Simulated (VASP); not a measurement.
Here is a VASP 6.6.1 calculation.

Contents of INCAR:

```
PREC = Accurate
ENCUT = 520
EDIFF = 1E-6
ISMEAR = -1
SIGMA = 0.05
LREAL = F
LASPH = T
NELM = 150
ALGO = Normal
ISIF = 2
LWAVE = F
LCHARG = F
LMAXMIX = 4
LDAU = T
LDAUTYPE = 2
LDAUL = 2 -1
LDAUU = 5 0
LDAUJ = 0 0
LDAUPRINT = 1
GGA = PE
NBANDS = 33
```

Contents of KPOINTS:

```
regular mesh
0
Gamma
  6 6 9
```

Contents of POSCAR:

```
TiO2
1.0
    4.5998373239      0.0000000000      0.0000000000
    0.0000000000      4.5998373239      0.0000000000
    0.0000000000      0.0000000000      2.9592135600
Ti O
2 4
Direct
    0.0000000000      0.0000000000      0.5000000000
    0.5000000000      0.5000000000      0.0000000000
    0.3043213200      0.3043213200      0.5000000000
    0.1956786800      0.8043213200      0.0000000000
    0.8043213200      0.1956786800      0.0000000000
    0.6956786800      0.6956786800      0.5000000000
```

Potentials or basis: VASP PAW PBE potentials, release 64 (Ti_sv, O).

The run is started by

```console
$ cat potpaw_PBE.64/Ti_sv/POTCAR potpaw_PBE.64/O/POTCAR > POTCAR
$ mpirun -np 1 vasp_std > vasp.out
```

(1) Predict the largest force.

(2) What does it give for the pressure?

(3) Estimate the band gap on the k mesh.

## Answers

(1) 0.165 eV/Å.

(2) 14.3 GPa.

(3) 2.49 eV, indirect (least direct gap 2.51 eV).
